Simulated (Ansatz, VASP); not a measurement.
NaI: VASP beside Ansatz

Contents of INCAR:

```
PREC = Accurate
ENCUT = 520
EDIFF = 1E-6
ISMEAR = -1
SIGMA = 0.02
LREAL = F
LASPH = T
NELM = 80
ALGO = Normal
ISIF = 2
LWAVE = F
LCHARG = T
GGA = PE
LELF = T
LVHAR = T
NBANDS = 14
```

File KPOINTS:

```
Automatic mesh
0
Gamma
  6 6 6
```

File POSCAR:

```
NaI
1.0
    4.2603417203      0.0000000000      0.0000000000
    0.0000000000      4.0405365329      0.0000000000
    0.0000000000      0.0000000000      4.0405365329
Na I
1 1
Direct
    0.0000000000      0.0000000000      0.0000000000
    0.5000000000      0.5000000000      0.5000000000
```

Input for Ansatz:

```yaml
crystal:
  lattice:
    - [4.2603417203, 0.0, 0.0]
    - [0.0, 4.0405365329, 0.0]
    - [0.0, 0.0, 4.0405365329]
  atoms:
    - { symbol: Na, position: [0.0, 0.0, 0.0] }
    - { symbol: I, position: [0.5, 0.5, 0.5] }
kpoints:
  mp_grid: { grid: [6, 6, 6] }
  band_path:
    path: [[0.0, 0.0, 0.0], [0.0, 0.5, 0.0], [0.5, 0.5, 0.0], [0.5, 0.5, 0.5]]
    npoints: 1
hamiltonian:
  xc: pbe
scf:
  occupations: { method: fermi_dirac, width: 0.02 }
  n_extra_bands: 4
output:
  forces: true
  stress: true
  eigenvalues: true
  write_density: true
  write_potential: true
  elf: true
  volumetric_format: npy
```

Change from the starting cell: uniaxial_x strain +5.4%.

Alike in both runs: task single point; functional PBE; k mesh 6 × 6 × 6; occupations fermi-dirac, width 0.02 eV; no spin polarisation.

|  | VASP | Ansatz |
| --- | --- | --- |
| version | VASP 6.6.1 | Ansatz 0.2.0 |
| potentials or method | VASP PAW PBE potentials, release 64 (Na_pv, I) | plane waves, PAW |
| plane-wave cutoff (eV) | 520 | 420 |
| valence electrons in the cell | 14 | 26 |

|  | VASP | Ansatz | Ansatz less VASP |
| --- | --- | --- | --- |
| gap on the k mesh at the Fermi level (eV) | 2.07 | 2.07 | +0.002 |
| pressure (GPa) | -0.5 | -0.5 | -0.01 |
| traceless stress, the component that is largest in VASP (GPa) | -1.49 | -1.49 | -0.001 |

With one functional, cell and mesh, what is left measures potentials, basis and numerics. VASP's potentials hold 14 valence electrons a cell and Ansatz's 26, so a difference there can come from the potentials and not from the codes.

Neither program's run includes spin-orbit coupling.
